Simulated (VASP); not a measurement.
Input of a VASP 6.6.1 run:

File INCAR:

```
SYSTEM = Au
PREC     = Accurate       ! precision mode
ENCUT    = 520            ! plane-wave cutoff, eV
EDIFF    = 1E-6           ! SCF threshold, eV
ISMEAR   = 0              ! smearing method
SIGMA    = 0.15           ! smearing width, eV
LREAL    = .False.        ! projectors in reciprocal space
LASPH    = .True.         ! aspherical terms in the spheres
NELM     = 80             ! most SCF steps
ALGO     = Fast           ! electronic algorithm
ISIF     = 2              ! what is computed and relaxed
LWAVE    = .False.        ! write WAVECAR
LCHARG   = .False.        ! write CHGCAR
GGA      = PS             ! functional
NBANDS   = 30             ! bands
```

Contents of KPOINTS:

```
regular mesh
0
Gamma
  24 24 6
  0 0 0
```

POSCAR

```
Au
1.0
   -1.4325950641     -2.4813274377      0.0000000000
    1.4325950641     -2.4813274377      0.0000000000
    0.0000000000      0.0000000000     12.5811559621
Au
4
Direct
    0.6666666667      0.6666666667      0.0951935179
    0.6666666667      0.6666666667      0.4759675895
    0.3333333333      0.3333333333      0.6663546253
    0.3333333333      0.3333333333      0.2855805537
```

Potentials or basis: VASP PAW PBE potentials, release 64 (Au).

The run is started by

```console
$ cat potpaw_PBE.64/Au/POTCAR > POTCAR
$ mpirun -np 1 vasp_std > vasp.out
```

Task: Predict the pressure.

Result: -3.4 GPa.

Task: Predict the largest force.

Result: 0.082 eV/Å.

Task: Predict the band gap on the k mesh.

Result: Zero (bands 22 and 23 overlap by 5.02 eV).

Stress tensor (GPa, compression positive):
```
-4.87  0.00  0.00
 0.00 -4.87  0.00
 0.00  0.00 -0.31
```

Caveat: the cell differs from its parent crystal (the distance across one plane changed); the cell stands under tension; the PAW data sets were made with another functional, which shifts forces and pressure a little; spin-orbit coupling is left out, which moves the levels of the heavy elements.
